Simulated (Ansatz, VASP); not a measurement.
TaAs in VASP and in Ansatz

The input INCAR:

```
SYSTEM = TaAs
PREC     = Accurate       ! precision mode
ENCUT    = 520            ! plane-wave cutoff, eV
EDIFF    = 1E-6           ! SCF threshold, eV
ISMEAR   = -1             ! smearing method
SIGMA    = 0.15           ! smearing width, eV
LREAL    = .False.        ! projectors in reciprocal space
LASPH    = .True.         ! aspherical terms in the spheres
NELM     = 150            ! most SCF steps
ALGO     = Normal         ! electronic algorithm
ISIF     = 2              ! what is computed and relaxed
LWAVE    = .False.        ! write WAVECAR
LCHARG   = .True.         ! write CHGCAR
LMAXMIX  = 4              ! l up to which the mixer works
LDAU     = .True.         ! DFT+U
LDAUTYPE = 2            
LDAUL    = 2 -1           ! shell
LDAUU    = 3 0            ! U, eV
LDAUJ    = 0 0          
LDAUPRINT= 1            
GGA      = PS             ! functional
LVHAR    = .True.       
NBANDS   = 24             ! bands
KPAR     = 4
```

The input KPOINTS:

```
Automatic mesh
0
Gamma
  18 18 18
  0 0 0
```

File POSCAR:

```
TaAs
1.0
   -1.7147910607      1.7147910607      5.7907220052
    1.7147910607     -1.7147910607      5.7907220052
    1.7147910607      1.7147910607     -5.7907220052
Ta As
2 2
Direct
    0.5003124942      1.0003124942      0.5000000000
    0.7503124942      0.7503124942      0.0000000000
    0.0822869258      0.5822869258      0.5000000000
    0.3322869258      0.3322869258      0.0000000000
```

Input for Ansatz:

```yaml
crystal:
  lattice:
    - [-1.7147910607, 1.7147910607, 5.7907220052]
    - [1.7147910607, -1.7147910607, 5.7907220052]
    - [1.7147910607, 1.7147910607, -5.7907220052]
  atoms:
    - { symbol: Ta, position: [0.5003124942, 1.0003124942, 0.5] }
    - { symbol: Ta, position: [0.7503124942, 0.7503124942, 0.0] }
    - { symbol: As, position: [0.0822869258, 0.5822869258, 0.5] }
    - { symbol: As, position: [0.3322869258, 0.3322869258, 0.0] }
basis:
  ecutwfc: 420
kpoints:
  mp_grid: { grid: [18, 18, 18] }
hamiltonian:
  xc: pbesol
  hubbard: { sites: [{ species: Ta, l: d, u_eff: 3.0 }], double_counting: fll }
scf:
  occupations: { method: fermi_dirac, width: 0.15 }
output:
  forces: true
  eigenvalues: true
  stress: true
```

Alike in both runs: task single point; functional PBEsol; k mesh 18 × 18 × 18; occupations fermi-dirac, width 0.15 eV; no spin polarisation; Hubbard terms Ta d U = 3.0 eV.

```csv
,VASP,Ansatz
version,VASP 6.6.1,Ansatz 0.2.0
potentials or method,"VASP PAW PBE potentials, release 64 (Ta_pv, As), cutoff 520 eV","scalar-relativistic, plane waves, PAW"
valence electrons in the cell,32,56
```

|  | VASP | Ansatz | Ansatz less VASP |
| --- | --- | --- | --- |
| gap on the k mesh at the Fermi level (eV) | none | none | - |
| pressure (GPa) | 5.7 | 1.6 | -4.12 |
| traceless stress, the component that is largest in VASP (GPa) | -0.41 | -0.01 | +0.401 |

VASP's potentials were made for PBE, not for PBEsol. The programs project onto different local orbitals, so the same U acts differently, and such runs can settle in different states. A gap of «none» marks a metal or a gap that the smearing closes. VASP's potentials hold 32 valence electrons a cell and Ansatz's 56, so a difference there can come from the potentials and not from the codes. Ansatz's warnings: filled band counts differ across k points.

Spin-orbit coupling is off throughout.
